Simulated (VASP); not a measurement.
# Se (I4_1/amd) in VASP: relaxation of cell and atoms with PBEsol

Aim: the relaxation of cell and atoms of Se with PBEsol.

Everything below comes from runs of VASP 6.6.1. Logs are shortened: lines on timing, memory, paths and dates and some standing lists are left out, and cuts for length are marked.

## (1) The cell of the first run

Symmetry: I4_1/amd, No. 141, tetragonal system. The conventional cell has a = 4.643 Å, b = 4.643 Å, c = 2.554 Å, α = 90.00°, β = 90.00°, γ = 90.00°. Se (site symmetry -4m2) has 10 Se at 2.41 to 3.01 Å within 3.2 Å.

## (2) Relaxation of cell and atoms, PBEsol, target pressure 65 GPa, at which the enthalpy is minimised

Contents of INCAR:

```
SYSTEM = Se
PREC     = Accurate       ! precision mode
ENCUT    = 600            ! plane-wave cutoff, eV
EDIFF    = 1E-6           ! SCF threshold, eV
ISMEAR   = -1             ! smearing method
SIGMA    = 0.05           ! smearing width, eV
LREAL    = .False.        ! projectors in reciprocal space
LASPH    = .True.         ! aspherical terms in the spheres
NELM     = 80             ! most SCF steps
ALGO     = Normal         ! electronic algorithm
ISIF     = 3              ! what is computed and relaxed
LWAVE    = .False.        ! write WAVECAR
LCHARG   = .False.        ! write CHGCAR
GGA      = PS             ! functional
IBRION   = 2              ! ionic algorithm
NSW      = 60             ! ionic steps
EDIFFG   = -0.005         ! ionic threshold
PSTRESS  = 650.0
```

Contents of KPOINTS:

```
regular mesh
0
Gamma
  16 16 16
  0 0 0
```

Contents of POSCAR:

```
Se
1.0
   -2.3216207766      2.3216207766      1.2768914271
    2.3216207766     -2.3216207766      1.2768914271
    2.3216207766      2.3216207766     -1.2768914271
Se
2
Direct
   -0.3750000000     -0.1250000000     -0.2500000000
    0.3750000000      0.1250000000      0.2500000000
```

Potentials or basis: VASP PAW PBE potentials, release 64 (Se).

Started as:

```
$ cat potpaw_PBE.64/Se/POTCAR > POTCAR
$ mpirun -np 1 vasp_std > vasp.out
```

OUTCAR:

```text
SYSTEM = Se
   PREC = Accurate
   ENCUT = 600
   EDIFF = 1E-6
   ISMEAR = -1
   LREAL = .False.
   LASPH = .True.
   NELM = 80
   ISIF = 3
   GGA = PS
   IBRION = 2
   NSW = 60
   EDIFFG = -0.005
   PSTRESS = 650.0

 ion  position               nearest neighbor table
   1  0.625  0.875  0.750-   2 2.41   2 2.41   2 2.41   2 2.41
   2  0.375  0.125  0.250-   1 2.41   1 2.41   1 2.41   1 2.41

  LATTYP: Found a body centered tetragonal cell.
 ALAT       =     4.6432415532
 C/A-ratio  =     0.5500000000

  Lattice vectors:

 A1 = (  -2.3216207766,   2.3216207766,   1.2768914271)
 A2 = (   2.3216207766,  -2.3216207766,   1.2768914271)
 A3 = (   2.3216207766,   2.3216207766,  -1.2768914271)

Analysis of symmetry for initial positions (statically):
=====================================================================
 Subroutine PRICEL returns:
 Original cell was already a primitive cell.

 Routine SETGRP: Setting up the symmetry group for a
 body centered tetragonal supercell.

 Subroutine GETGRP returns: Found 16 space group operations
 (whereof  4 operations were pure point group operations)
 out of a pool of 16 trial point group operations.

The static configuration has the point symmetry C_2h.
 The point group associated with its full space group is D_4h.

Analysis of symmetry for dynamics (positions and initial velocities):
=====================================================================
 Subroutine PRICEL returns:
 Original cell was already a primitive cell.

 Routine SETGRP: Setting up the symmetry group for a
 body centered tetragonal supercell.

 Subroutine GETGRP returns: Found 16 space group operations
 (whereof  4 operations were pure point group operations)
 out of a pool of 16 trial point group operations.

The dynamic configuration has the point symmetry C_2h.
 The point group associated with its full space group is D_4h.

 Subroutine INISYM returns: Found 16 space group operations
 (whereof  4 operations are pure point group operations),
 and found     1 'primitive' translations

----------------------------------------------------------------------------------------

                                     Primitive cell

  volume of cell :      27.5294

  direct lattice vectors                    reciprocal lattice vectors
    -2.321620777  2.321620777  1.276891427     0.000000000  0.215366784  0.391575971
     2.321620777 -2.321620777  1.276891427     0.215366784  0.000000000  0.391575971
     2.321620777  2.321620777 -1.276891427     0.215366784  0.215366784  0.000000000

  length of vectors
     3.522825255  3.522825255  3.522825255     0.446894386  0.446894386  0.304574627

  position of ions in fractional coordinates (direct lattice)
     0.625000000  0.875000000  0.750000000
     0.375000000  0.125000000  0.250000000

  ion indices of the primitive-cell ions
   primitive index   ion index
                 1           1
                 2           2

----------------------------------------------------------------------------------------

 KPOINTS: regular mesh

Automatic generation of k-mesh.
 Grid dimensions read from file:
 generate k-points for:   16   16   16

 Generating k-lattice:

  Cartesian coordinates                     Fractional coordinates (reciprocal lattice)
     0.000000000  0.013460424  0.024473498     0.062500000  0.000000000  0.000000000
     0.013460424  0.000000000  0.024473498     0.000000000  0.062500000  0.000000000
     0.013460424  0.013460424  0.000000000     0.000000000  0.000000000  0.062500000

  Length of vectors
     0.027930899  0.027930899  0.019035914

  Shift w.r.t. Gamma in fractional coordinates (k-lattice)
     0.000000000  0.000000000  0.000000000

 Subroutine IBZKPT returns following result:
 ===========================================

 Found    349 irreducible k-points:

 Following reciprocal coordinates:
            Coordinates               Weight
  0.000000  0.000000  0.000000      1.000000
  0.062500 -0.000000  0.000000      8.000000
  0.125000 -0.000000  0.000000      8.000000
  0.187500 -0.000000  0.000000      8.000000
  0.250000 -0.000000  0.000000      8.000000
  0.312500 -0.000000  0.000000      8.000000
[... 16 lines left out ...]
 -0.125000  0.062500 -0.000000     16.000000
 -0.062500  0.062500  0.000000      4.000000
 [... further k-points ...]
   k-points           NKPTS =    349   k-points in BZ     NKDIM =    349   number of bands    NBANDS=     10
   number of dos      NEDOS =    301   number of ions     NIONS =      2
   total plane-waves  NPLWV =  21952
   dimension x,y,z NGX =    28 NGY =   28 NGZ =   28
   dimension x,y,z NGXF=    56 NGYF=   56 NGZF=   56
   ions per type =               2
   NGX,Y,Z   is equivalent  to a cutoff of  13.21, 13.21, 13.21 a.u.
   NGXF,Y,Z  is equivalent  to a cutoff of  26.43, 26.43, 26.43 a.u.
 SYSTEM =  Se
   PREC   = accura    normal or accurate (medium, high low for compatibility)
   ISTART =      0    job   : 0-new  1-cont  2-samecut
   ICHARG =      2    charge: 1-file 2-atom 10-const
   ISPIN  =      1    spin polarized calculation?
   LNONCOLLINEAR =      F non collinear calculations
   LSORBIT =      F    spin-orbit coupling
   LASPH  =      T    aspherical Exc in radial PAW
   ENCUT  =  600.0 eV  44.10 Ry    6.64 a.u.   7.04  7.04  7.04*2*pi/ulx,y,z
   NELM   =     80;   NELMIN=  2; NELMDL= -5     # of ELM steps
   EDIFF  = 0.1E-05   stopping-criterion for ELM
   LREAL  =      F    real-space projection
   EDIFFG = -.5E-02   stopping-criterion for IOM
   NSW    =     60    number of steps for IOM
   IBRION =      2    ionic relax: 0-MD 1-quasi-New 2-CG
   NFREE  =      1    steps in history (QN), initial steepest desc. (CG)
   ISIF   =      3    stress and relaxation
   ISYM   =      2    0-nonsym 1-usesym 2-fastsym
   POTIM  = 0.5000    time-step for ionic-motion
   TEBEG  =    0.0;   TEEND  =   0.0 temperature during run
   PSTRESS=  650.0 pullay stress
   NELECT =      12.0000    total number of electrons
   NUPDOWN=      -1.0000    fix difference up-down
   EMIN   =  10.00;   EMAX   =-10.00  energy-range for DOS
   EFERMI =   0.00;   METHOD = LEGACY
   ISMEAR =    -1;   SIGMA  =   0.05  broadening in eV -4-tet -1-fermi 0-gaus
   EFERMI_NEDOS =   21; number of points for ismear=-14 and -15
   IALGO  =     38    algorithm
   IMIX   =      4    mixing-type and parameters
     AMIX     =   0.40;   BMIX     =  1.00
     AMIX_MAG =   1.60;   BMIX_MAG =  1.00
  volume/ion in A,a.u.               =      13.76        92.89
  Fermi-wavevector in a.u.,A,eV,Ry     =   1.241280  2.345679 20.963529  1.540776
  Thomas-Fermi vector in A             =   2.375684
   LORBIT       =      0    0 simple, 1 ext, 2 COOP (PROOUT), +10 PAW based schemes
   GGA     = PS    functional components
   LHFCALC =     F    Hartree Fock is set to
   AEXX    =    0.0000 exact exchange contribution
   IVDW    =     0    specifies the selected vdW correction
   LEPSILON=     F    determine dielectric tensor
   LRPA    =     F    only Hartree local field effects (RPA)
 conjugate gradient relaxation of ions
 non-spin polarized calculation
  energy-cutoff  :      600.00
  volume of cell :       27.53
 maximum number of plane-waves:       941
   NGX = 15   NGY = 15   NGZ = 15

--------------------------------------- Ionic step        1  -------------------------------------------

 number of electron      11.9999999 magnetization

 Free energy of the ion-electron system (eV)
  ---------------------------------------------------
  ext. energy  EPLUGINS =         0.00000000
  ---------------------------------------------------
  free energy    TOTEN  =        -4.29163165 eV

  energy without entropy =       -4.28357347  energy(sigma->0) =       -4.28760256

------------------------ aborting loop because EDIFF is reached ----------------------------------------

  FORCE on cell =-STRESS in cart. coord.  units (eV):
  Direction    XX          YY          ZZ          XY          YZ          ZX
  --------------------------------------------------------------------------------------
  -------------------------------------------------------------------------------------
  Total       14.5893843     14.5893843     13.1653539     -0.0000000      0.0000000      0.0000000
  in kB      849.0847093    849.0847093    766.2078455     -0.0000000      0.0000000      0.0000000
  external PRESSURE =     171.4590880 kB  Pullay stress =     650.0000000 kB
[... 23 lines left out ...]
  enthalpy is  TOTEN    =         6.8769828336 eV   P V=       11.1686144794

--------------------------------------- Ionic step        2  -------------------------------------------

 number of electron      11.9999999 magnetization

 E-fermi :   8.5202     XC(G=0): -11.4730

 val. band max:        8.5106815812   @ k =  -0.3125   0.3125   0.0625
 cond. band min:       8.5205436214   @ k =  -0.2500   0.4375   0.0625
 fundamental gap:      0.0098620402
 Fermi energy:         8.5202239640

 k-point     1 :       0.0000    0.0000    0.0000
  band No.  band energies     occupation
      1     -10.4045      2.00000
      2      -3.2229      2.00000
      3       1.8112      2.00000
      4       1.8112      2.00000
      5       9.6699      0.00000
      6      10.6696      0.00000
      7      10.6696      0.00000
      8      11.3973      0.00000
      9      11.5504      0.00000
     10      16.8039      0.00000
[... 366 lines left out ...]
  FREE ENERGIE OF THE ION-ELECTRON SYSTEM (eV)
  ---------------------------------------------------
  free  energy   TOTEN  =        -5.0504119653 eV

  energy  without entropy=       -5.0398932499  energy(sigma->0) =       -5.04515261

  enthalpy is  TOTEN    =         6.7939526709 eV   P V=       11.8443646361

[... ionic steps 4 to 9 ...]

--------------------------------------- Ionic step       10  -------------------------------------------

 number of electron      12.0000001 magnetization

------------------------ aborting loop because EDIFF is reached ----------------------------------------

  FORCE on cell =-STRESS in cart. coord.  units (eV):
  Direction    XX          YY          ZZ          XY          YZ          ZX
  --------------------------------------------------------------------------------------
  -------------------------------------------------------------------------------------
  Total       11.7967628     11.7967628     11.7459459     -0.0000000      0.0000000      0.0000000
  in kB      650.7760670    650.7760670    647.9727154     -0.0000000      0.0000000      0.0000000
  external PRESSURE =      -0.1583836 kB  Pullay stress =     650.0000000 kB
[... 61 lines left out ...]
  enthalpy is  TOTEN    =         6.7568225053 eV   P V=       11.7819756842

--------------------------------------- Ionic step       12  -------------------------------------------

 number of electron      12.0000001 magnetization

 Free energy of the ion-electron system (eV)
  ---------------------------------------------------
  ext. energy  EPLUGINS =         0.00000000
  ---------------------------------------------------
  free energy    TOTEN  =        -5.02479024 eV

  energy without entropy =       -5.01706794  energy(sigma->0) =       -5.02092909

 E-fermi :  10.8202     XC(G=0): -12.2022

 val. band max:       10.8147719237   @ k =  -0.3125   0.5000   0.1250
 cond. band min:      10.8312463993   @ k =  -0.3125   0.1250  -0.0000
 fundamental gap:      0.0164744756
 Fermi energy:        10.8201725784

 k-point     1 :       0.0000    0.0000    0.0000
  band No.  band energies     occupation
      1      -9.9669      2.00000
      2      -1.2236      2.00000
      3       2.9446      2.00000
      4       2.9446      2.00000
      5      10.8724      0.52057
      6      13.3135      0.00000
      7      13.3135      0.00000
      8      14.9943      0.00000
      9      15.2633      0.00000
     10      18.8967      0.00000
[... 328 lines left out ...]
  FREE ENERGIE OF THE ION-ELECTRON SYSTEM (eV)
  ---------------------------------------------------
  free  energy   TOTEN  =        -5.0247902448 eV

  energy  without entropy=       -5.0170679367  energy(sigma->0) =       -5.02092909

  enthalpy is  TOTEN    =         6.7568205219 eV   P V=       11.7816107667

 reached required accuracy - stopping structural energy minimisation
```

Wall time 14 min (1 thread of Intel Xeon 8259CL, shared host); peak memory 0.26 GiB.

Results:

| Property | Result |
| --- | --- |
| Free energy | -5.0248 eV |
| Relaxed volume | 14.52 Å³/atom |
| Relaxed cell | a = 3.629 Å, b = 3.629 Å, c = 3.629 Å, α = 96.83°, β = 96.83°, γ = 139.66° |
| Space group after relaxing (to 0.1 Å) | I4_1/amd (No. 141) |
| Energy change on relaxing (the run minimises the enthalpy) | -366.6 meV/atom |
| Ionic steps | 12 |
| Pressure after relaxing | 65.0 GPa |
| Band gap on the k mesh | zero (bands 6 and 7 overlap by 6.49 eV) |

Step by step:
| step | energy change (eV) | largest force (eV/Å) | pressure (GPa) | volume (Å³) |
| --- | --- | --- | --- | --- |
| 1 | 0.0000 | 0.0000 | 82.15 | 27.53 |
| 2 | -2.0652 | 0.0000 | 29.53 | 33.81 |
| 3 | -0.7588 | 0.0000 | 63.04 | 29.20 |
| 4 | -0.7158 | 0.0000 | 64.10 | 29.09 |
| 5 | -0.7371 | 0.0000 | 64.47 | 29.07 |
| 6 | -0.5646 | 0.0000 | 69.55 | 28.91 |
| 7 | -0.7366 | 0.0000 | 64.94 | 29.05 |
| 8 | -0.7371 | 0.0000 | 64.91 | 29.05 |
| 9 | -0.7235 | 0.0000 | 65.24 | 29.02 |
| 10 | -0.7342 | 0.0000 | 64.98 | 29.04 |
| 11 | -0.7335 | 0.0000 | 65.01 | 29.04 |
| 12 | -0.7332 | 0.0000 | 65.02 | 29.04 |

Final structure:
```
Se
1.0
    -2.40867    2.40867    1.25137
     2.40867   -2.40867    1.25137
     2.40867    2.40867   -1.25137
Se
2
Cartesian
  2.4087 1.2043 0.9385
  0.0000 1.2043 0.3128
```

Levels at points of the mesh, in eV from the Fermi level:
| k point | band 2 | band 3 | band 4 | band 5 | band 6 | band 7 | band 8 | band 9 | band 10 |
| --- | --- | --- | --- | --- | --- | --- | --- | --- | --- |
| (0.00, 0.00, 0.00) | -12.04 | -7.88 | -7.88 | 0.05 | 2.49 | 2.49 | 4.17 | 4.44 | 8.08 |
| (0.50, 0.00, 0.00) | -12.65 | -8.86 | -7.57 | -6.32 | -1.47 | -1.23 | 0.46 | 5.52 | 8.33 |
| (0.50, 0.50, 0.00) | -17.88 | -4.72 | -4.72 | -3.60 | -3.60 | 3.96 | 3.96 | 9.39 | 9.39 |
| (0.50, 0.50, 0.50) | -16.57 | -11.33 | -11.33 | 2.82 | 2.82 | 5.50 | 5.50 | 12.07 | 12.07 |

Caveat: the cell is relaxed towards a set pressure, so the run minimises the enthalpy, not the energy; the PAW data sets were made with another functional, which shifts forces and pressure a little.
